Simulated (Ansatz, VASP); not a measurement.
SrCl2 in VASP and in Ansatz

File INCAR:

```
PREC = Accurate ; ENCUT = 520
EDIFF = 1E-6 ; ISMEAR = 0
SIGMA = 0.01 ; LREAL = F
LASPH = T ; NELM = 100
ALGO = Normal ; ISIF = 2
LWAVE = F ; LCHARG = F
GGA = PE ; NBANDS = 19
```

KPOINTS

```
Automatic mesh
0
Gamma
  6 6 6
```

POSCAR

```
SrCl2
1.0
    0.0000000000      3.4976509425      3.4976509425
    3.4976509425      0.0000000000      3.4976509425
    3.4976509425      3.4976509425      0.0000000000
Sr Cl
1 2
Direct
    0.0000000000      0.0000000000      0.0000000000
    0.2500000000      0.2500000000      0.2500000000
    0.7500000000      0.7500000000      0.7500000000
```

Input for Ansatz:

```yaml
crystal:
  lattice:
    - [0.0, 3.4976509425, 3.4976509425]
    - [3.4976509425, 0.0, 3.4976509425]
    - [3.4976509425, 3.4976509425, 0.0]
  atoms:
    - { symbol: Sr, position: [0.0, 0.0, 0.0] }
    - { symbol: Cl, position: [0.25, 0.25, 0.25] }
    - { symbol: Cl, position: [0.75, 0.75, 0.75] }
kpoints:
  mp_grid: { grid: [6, 6, 6] }
  band_path:
    path:
      - [0.0, 0.0, 0.0]
      - [0.5, 0.0, 0.5]
      - [0.625, 0.25, 0.625]
      - [0.375, 0.375, 0.75]
      - [0.5, 0.5, 0.5]
      - [0.5, 0.25, 0.75]
      - [0.0, 0.5, 0.5]
    npoints: 1
hamiltonian:
  xc: pbe
scf:
  occupations: { method: fixed }
  n_extra_bands: 4
output:
  forces: true
  stress: true
  eigenvalues: true
```

Alike in both runs: task single point; functional PBE; k mesh 6 × 6 × 6; no spin polarisation.

|  | VASP | Ansatz |
| --- | --- | --- |
| version | VASP 6.6.1 | Ansatz 0.2.0 |
| potentials or method | VASP PAW PBE potentials, release 64 (Sr_sv, Cl) | plane waves, PAW |
| plane-wave cutoff (eV) | 520 | 420 |
| occupations | gaussian, width 0.01 eV | fixed |
| valence electrons in the cell | 24 | 24 |

```csv
,VASP,Ansatz,Ansatz less VASP
gap on the k mesh at the Fermi level (eV),5.31,5.31,+0.005
pressure (GPa),0.8,0.7,-0.08
```
